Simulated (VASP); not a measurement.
Wanted: the native input for a VASP 6.6.1 run.

```yaml
Task: single point
Functional: PBE
Potentials_or_basis: VASP PAW PBE potentials, release 64 (Si, Ge_d)
Cutoff: 520 eV
k_mesh: 12 × 12 × 4
Occupations: fermi-dirac, width 0.02 eV
Spin: no spin polarisation
Dipole_correction: no
Further_INCAR_settings: ALGO = Normal; EDIFF = 1e-06; NBANDS = 31
```

The structure of Si2Ge lies in POSCAR:

```
Si2Ge
1.0
    3.9280530378      0.0000000000      0.0000000000
   -1.9640265189      3.4017937181      0.0000000000
    0.0000000000      0.0000000000      9.6203796963
Si Ge
4 2
Direct
    0.0000000000      0.0000000000     -0.0041476413
    0.6666666667      0.3333333333      0.6706336771
    0.3333333333      0.6666666667      0.3334901864
    0.6666666667      0.3333333333      0.9165429643
    0.3333333333      0.6666666667      0.5851229477
    0.0000000000      0.0000000000      0.2483578657
```

These files were run (other wordings do the same):

INCAR

```
SYSTEM = Si2Ge
PREC = Accurate
ENCUT = 520
EDIFF = 1E-6
ISMEAR = -1
SIGMA = 0.02
LREAL = .False.
LASPH = .True.
NELM = 100
ALGO = Normal
ISIF = 2
LWAVE = .False.
LCHARG = .False.
GGA = PE
NBANDS = 31
```

KPOINTS

```
regular mesh
0
Gamma
  12 12 4
  0 0 0
```

Potentials or basis: VASP PAW PBE potentials, release 64 (Si, Ge_d).

Command:

```sh
$ cat potpaw_PBE.64/Si/POTCAR potpaw_PBE.64/Ge_d/POTCAR > POTCAR
$ mpirun -np 1 vasp_std > vasp.out
```

Results of the run:

The pressure is -0.1 GPa and the band gap on the k mesh is 0.61 eV (least direct gap 1.13 eV).

Wall time 3.1 min on 1 thread of Intel(R) Xeon(R) Platinum 8488C (Sapphire Rapids) (shared host), peak memory 0.38 GiB.
